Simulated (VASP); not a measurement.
# Ti2TeO (P-3m1) in VASP: a series of runs, part 2 of 2

VASP 6.6.1.

### Step 4. Single point, PBE

INCAR

```
ALGO = Fast
EDIFF = 1E-6
ENCUT = 520
GGA = PE
ISIF = 2
ISMEAR = 0
LASPH = T
LCHARG = F
LREAL = F
LWAVE = F
NBANDS = 26
NELM = 100
PREC = Accurate
SIGMA = 0.1
```

KPOINTS

```
k-points
0
Gamma
  15 15 8
```

POSCAR

```
Ti2TeO
1.0
    3.3218872574      0.0000000000      0.0000000000
   -1.6609436287      2.8768387534      0.0000000000
    0.0000000000      0.0000000000      6.3688196957
Ti Te O
2 1 1
Direct
    0.3333333333      0.6666666667      0.3433603601
    0.6666666667      0.3333333333      0.6566396399
    0.0000000000      0.0000000000      0.0000000000
    0.0000000000      0.0000000000      0.5000000000
```

Potentials or basis: VASP PAW PBE potentials, release 64 (Ti_sv, Te, O).

Launch:

```bash
cat potpaw_PBE.64/Ti_sv/POTCAR potpaw_PBE.64/Te/POTCAR potpaw_PBE.64/O/POTCAR > POTCAR
mpirun -np 1 vasp_std > vasp.out
```

OUTCAR:

```text
EDIFF = 1E-6
   ENCUT = 520
   GGA = PE
   ISIF = 2
   ISMEAR = 0
   LASPH = T
   LREAL = F
   NELM = 100
   PREC = Accurate

 ion  position               nearest neighbor table
   1  0.333  0.667  0.343-   4 2.16   4 2.16   4 2.16   2 2.77   2 2.77   2 2.77   3 2.91   3 2.91
                             3 2.91
   2  0.667  0.333  0.657-   4 2.16   4 2.16   4 2.16   1 2.77   1 2.77   1 2.77   3 2.91   3 2.91
                             3 2.91
[... 900 lines left out ...]
  FORCE on cell =-STRESS in cart. coord.  units (eV):
  Direction    XX          YY          ZZ          XY          YZ          ZX
  --------------------------------------------------------------------------------------
  -------------------------------------------------------------------------------------
  Total        0.0962815      0.0962815      0.0881134      0.0000000      0.0000000      0.0000000
  in kB        2.5345111      2.5345111      2.3194937      0.0000000      0.0000000      0.0000000
  external PRESSURE =       2.4628386 kB  Pullay stress =       0.0000000 kB

 VOLUME and BASIS-vectors are now :
 -----------------------------------------------------------------------------
  energy-cutoff  :      520.00
  volume of cell :       60.86
      direct lattice vectors                 reciprocal lattice vectors
     3.321887257  0.000000000  0.000000000     0.301033696  0.173801886  0.000000000
    -1.660943629  2.876838753  0.000000000     0.000000000  0.347603771  0.000000000
     0.000000000  0.000000000  6.368819696     0.000000000  0.000000000  0.157014965

 POSITION                                       TOTAL-FORCE (eV/Angst)
 -----------------------------------------------------------------------------------
     -0.00000      1.91789      2.18680         0.000000      0.000000     -0.031422
      1.66094      0.95895      4.18202        -0.000000      0.000000      0.031422
      0.00000      0.00000      0.00000         0.000000      0.000000      0.000000
      0.00000      0.00000      3.18441         0.000000      0.000000      0.000000
 -----------------------------------------------------------------------------------
    total drift:                               -0.000000      0.000000      0.000000

  FREE ENERGIE OF THE ION-ELECTRON SYSTEM (eV)
  ---------------------------------------------------
  free  energy   TOTEN  =       -28.8668813321 eV

  energy  without entropy=      -28.8528560511  energy(sigma->0) =      -28.85986869
```

OSZICAR:

```text
N       E                     dE             d eps       ncg     rms          rms(c)
DAV:   1     0.430948681406E+03    0.43095E+03   -0.17791E+04 10024   0.156E+03
DAV:   2     0.243309727194E+02   -0.40662E+03   -0.39471E+03 10242   0.466E+02
DAV:   3    -0.287601306781E+02   -0.53091E+02   -0.51990E+02 15174   0.150E+02
[... 37 lines left out ...]
RMM:  41    -0.288668823091E+02   -0.32285E-06   -0.18567E-05 13233   0.152E-02    0.362E-02
RMM:  42    -0.288668814696E+02    0.83955E-06   -0.17572E-05 13543   0.149E-02    0.315E-02
RMM:  43    -0.288668810823E+02    0.38725E-06   -0.12537E-05 12448   0.132E-02    0.285E-02
RMM:  44    -0.288668812889E+02   -0.20654E-06   -0.11875E-05 12358   0.121E-02    0.267E-02
RMM:  45    -0.288668813321E+02   -0.43219E-07   -0.89375E-06 11014   0.110E-02
   1 F= -.28866881E+02 E0= -.28859869E+02  d E =-.140253E-01
```

stdout:

```text
POSCAR found type information on POSCAR TiTeO
 POSCAR found :  3 types and       4 ions
 scaLAPACK will be used
 LDA part: xc-table for (Slater+PW92), standard interpolation
 POSCAR, INCAR and KPOINTS ok, starting setup
 FFT: planning ... GRIDC
 FFT: planning ... GRID_SOFT
 FFT: planning ... GRID
 WAVECAR not read
 entering main loop
WARNING in EDDRMM: call to ZHEGV failed, returncode =   8  4      4
WARNING in EDDRMM: call to ZHEGV failed, returncode =   8  4      9
WARNING in EDDRMM: call to ZHEGV failed, returncode =   6  3      9
WARNING in EDDRMM: call to ZHEGV failed, returncode =   8  4      3
WARNING in EDDRMM: call to ZHEGV failed, returncode =   8  4      9
WARNING in EDDRMM: call to ZHEGV failed, returncode =   6  3      9
WARNING in EDDRMM: call to ZHEGV failed, returncode =   8  4     22
WARNING in EDDRMM: call to ZHEGV failed, returncode =   6  3     11
WARNING in EDDRMM: call to ZHEGV failed, returncode =   8  4      4
WARNING in EDDRMM: call to ZHEGV failed, returncode =   6  3     19
```

Wall time 18 min (1 thread of Intel Xeon Platinum 8259CL at 2.50GHz (Skylake/Cascade Lake), shared host); peak memory 0.41 GiB.

Results:

```
Free energy            : -28.8669 eV
Pressure               : 0.2 GPa
Largest force          : 0.031 eV/Å
Band gap on the k mesh : zero (bands 18 and 19 overlap by 0.96 eV)
```

Forces in eV/Å, atoms in the order of the input:
```
Ti   0.000  0.000 -0.031
Ti   0.000  0.000  0.031
Te   0.000  0.000  0.000
O    0.000  0.000  0.000
```

Levels at points of the mesh, in eV from the Fermi level:
| k point | band 16 | band 17 | band 18 | band 19 | band 20 | band 21 |
| --- | --- | --- | --- | --- | --- | --- |
| (0.00, 0.00, 0.00) | -0.85 | -0.39 | 0.25 | 0.44 | 0.44 | 0.81 |
| (0.00, 0.00, 0.50) | -1.19 | 0.29 | 0.59 | 0.90 | 0.90 | 1.46 |

Caveat: spin-orbit coupling is left out, which moves the levels of the heavy elements; semilocal functionals often make such compounds metallic where correlation or magnetic order opens a gap, which also shifts bond lengths.
